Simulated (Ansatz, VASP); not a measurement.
**One calculation of Co3O4, two programs**

```
Co O
1.0
     0.00000    4.05890    4.05890
     4.05890    0.00000    4.05890
     4.05890    4.05890    0.00000
Co O
6 8
Direct
  0.75000 0.75000 0.75000
  0.50000 0.50000 0.50000
  0.12500 0.12500 0.12500
  0.62500 0.12500 0.12500
  0.12500 0.12500 0.62500
  0.12500 0.62500 0.12500
  0.88750 0.88750 0.88750
  0.91250 0.36250 0.36250
  0.88750 0.88750 0.33750
  0.36250 0.91250 0.36250
  0.33750 0.88750 0.88750
  0.36250 0.36250 0.36250
  0.88750 0.33750 0.88750
  0.36250 0.36250 0.91250
```

Alike in both runs: task single point; functional PBEsol; k mesh 3 × 3 × 3; occupations fermi-dirac, width 0.05 eV; collinear spin; Hubbard terms Co d U = 2.9 eV.

|  | VASP | Ansatz |
| --- | --- | --- |
| version | VASP 6.6.1 | Ansatz 0.2.0 |
| potentials or method | VASP PAW PBE potentials, release 64 (Co, O), cutoff 520 eV | PAW, plane waves, scalar-relativistic |
| valence electrons in the cell | 102 | 150 |

Ansatz gave:

* pressure (GPa): -7.4
* rms of the force components (eV/Å): 0.284
* net moment per atom (μB): 0.43
* size of the moment on the site where the two differ most (μB): 2.35

**Question.** Estimate VASP's values.

**Answer.** Pressure (GPa): -9.4; rms of the force components (eV/Å): 0.253; net moment per atom (μB): 0.43; size of the moment on the site where the two differ most (μB): 2.60.

VASP's potentials were made for PBE, not for PBEsol. Site moments also hang on the region over which each program counts them. The programs project onto different local orbitals, so the same U acts differently, and such runs can settle in different states. Atom by atom the forces differ by 0.031 eV/Å (rms over components). VASP's potentials hold 102 valence electrons a cell and Ansatz's 150, so a difference there can come from the potentials and not from the codes. Ansatz's warnings: no starting moments.

The k mesh is coarse, so the values compare programs but aren't converged.
